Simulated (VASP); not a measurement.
Set up this calculation in VASP 6.6.1, as the native input.

| Item | Value |
| --- | --- |
| Task | single point |
| Functional | PBE |
| Potentials or basis | VASP PAW PBE potentials, release 64 (Pb_d, O) |
| Cutoff | 520 eV |
| k mesh | 6 × 6 × 8 |
| Occupations | fermi-dirac, width 0.02 eV |
| Spin | no spin polarisation |
| Dipole correction | no |
| Further INCAR settings | ALGO = Normal; EDIFF = 1e-06; NBANDS = 35 |

The structure of PbO2 lies in POSCAR:

```
PbO2
1.0
    5.1333614635      0.0000000000      0.0000000000
    0.0000000000      5.1333614635      0.0000000000
    0.0000000000      0.0000000000      3.5098509722
Pb O
2 4
Direct
    0.0000000000      0.0000000000      0.0000000000
    0.5000000000      0.5000000000      0.5000000000
    0.3095752557      0.3095752557      0.0000000000
    0.1904247443      0.8095752557      0.5000000000
    0.8095752557      0.1904247443      0.5000000000
    0.6904247443      0.6904247443      0.0000000000
```

This cell differs from its parent crystal: strain +3.0%.

These files were run (other wordings do the same):

INCAR

```
PREC = Accurate
ENCUT = 520
EDIFF = 1E-6
ISMEAR = -1
SIGMA = 0.02
LREAL = F
LASPH = T
NELM = 100
ALGO = Normal
ISIF = 2
LWAVE = F
LCHARG = T
GGA = PE
LELF = T
LVHAR = T
NBANDS = 35
```

KPOINTS

```
Automatic mesh
0
Gamma
  6 6 8
```

Potentials or basis: VASP PAW PBE potentials, release 64 (Pb_d, O).

The run is started by

```bash
$ cat potpaw_PBE.64/Pb_d/POTCAR potpaw_PBE.64/O/POTCAR > POTCAR
$ mpirun -np 1 vasp_std > vasp.out
```

Results of the run:

- Pressure: -4.2 GPa
- Largest force: 0.065 eV/Å
- Band gap on the k mesh: 0.06 eV (least direct gap 0.08 eV)

Caveat: the cell differs from its parent crystal (strain +3.0%); the cell stands under tension; the structure was generated, so it needn't be the stable form of PbO2; spin-orbit coupling is left out, which moves the levels of the heavy elements.

It took 3.5 min on 1 thread of AMD EPYC 7R13, on a shared host, peak memory 0.25 GiB.
